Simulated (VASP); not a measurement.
Write the native input for VASP 6.6.1 that does the following.

- Task: single point
- Functional: r2SCAN
- Potentials or basis: VASP PAW PBE potentials, release 64 (Sr_sv, Cl)
- Cutoff: 520 eV
- k mesh: 6 × 6 × 6
- Occupations: gaussian, width 0.02 eV
- Spin: no spin polarisation
- Dipole correction: no
- Further INCAR settings: ALGO = Normal; EDIFF = 1e-06; NBANDS = 19

SrCl2:

```xyz
3
Lattice="0.0000 3.4997 3.4997 3.4997 0.0000 3.4997 3.4997 3.4997 0.0000" Properties=species:S:1:pos:R:3 pbc="T T T"
Sr    0.0000    0.0000    0.0000
Cl    5.2496    5.2496    5.2496
Cl    1.7499    1.7499    1.7499
```

These files were run (other wordings do the same):

POSCAR

```
SrCl2
1.0
    0.0000000000      3.4997470000      3.4997470000
    3.4997470000      0.0000000000      3.4997470000
    3.4997470000      3.4997470000      0.0000000000
Sr Cl
1 2
Direct
    0.0000000000      0.0000000000      0.0000000000
    0.7500000000      0.7500000000      0.7500000000
    0.2500000000      0.2500000000      0.2500000000
```

INCAR.step1

```
ALGO = Normal ; EDIFF = 1E-4
ENCUT = 520 ; GGA = PE
ISMEAR = 0 ; LASPH = T
LCHARG = F ; LREAL = F
LWAVE = T ; NBANDS = 19
NELM = 100 ; PREC = Accurate
SIGMA = 0.02
```

INCAR.step2

```
ALGO = Normal ; EDIFF = 1E-6
ENCUT = 520 ; ISIF = 2
ISMEAR = 0 ; ISTART = 1
LASPH = T ; LCHARG = F
LMIXTAU = T ; LREAL = F
LWAVE = F ; METAGGA = R2SCAN
NBANDS = 19 ; NELM = 100
PREC = Accurate ; SIGMA = 0.02
```

KPOINTS

```
k-points
0
Gamma
  6 6 6
```

Potentials or basis: VASP PAW PBE potentials, release 64 (Sr_sv, Cl).

Command:

```bash
$ cat potpaw_PBE.64/Sr_sv/POTCAR potpaw_PBE.64/Cl/POTCAR > POTCAR
$ cp INCAR.step1 INCAR
$ mpirun -np 1 vasp_std > vasp.out
$ cp INCAR.step2 INCAR
$ mpirun -np 1 vasp_std > vasp.out
```

It gave:

The pressure is 0.0 GPa and the band gap on the k mesh is 5.93 eV (least direct gap 5.99 eV).

Caveat: the PAW data sets were made with another functional, which shifts forces and pressure a little.

Run time: 54 s on 1 thread of Intel(R) Xeon(R) 6975P-C (Granite Rapids) (shared host), peak memory 0.26 GiB.
